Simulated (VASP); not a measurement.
Runs of VASP 6.6.1 on SrCl2. The structure is that of space group Fm-3m (No. 225), or close to it. The cells are those of the table. 

```tsv
cell	gap on the mesh (eV)	pressure (GPa)
a = 4.927 Å, angles 60.0°, 3 atoms	5.35	1.2
a = 4.769 Å, angles 60.0°, 3 atoms	(a)	5.9
a = 5.075 Å, angles 60.0°, 3 atoms	(c)	-1.6
a = 4.875 Å, angles 60.0°, 3 atoms	5.48	2.5
a = 5.138 Å, angles 60.0°, 3 atoms	4.88	-2.5
a = 4.823 Å, angles 60.0°, 3 atoms	(b)	4.1
```

Alike in all rows: task single point; level PBE; potentials or basis VASP PAW PBE potentials, release 64 (Sr_sv, Cl); no spin polarisation; k mesh 6 × 6 × 6; cutoff (eV) 520; smearing gaussian 0.02 eV.

**Question.** Estimate the missing entries.

**Answer.** (a) 5.44; (b) 5.46; (c) 5.02.

A k mesh can miss the band edges, and the runs leave out spin-orbit coupling on Sr.
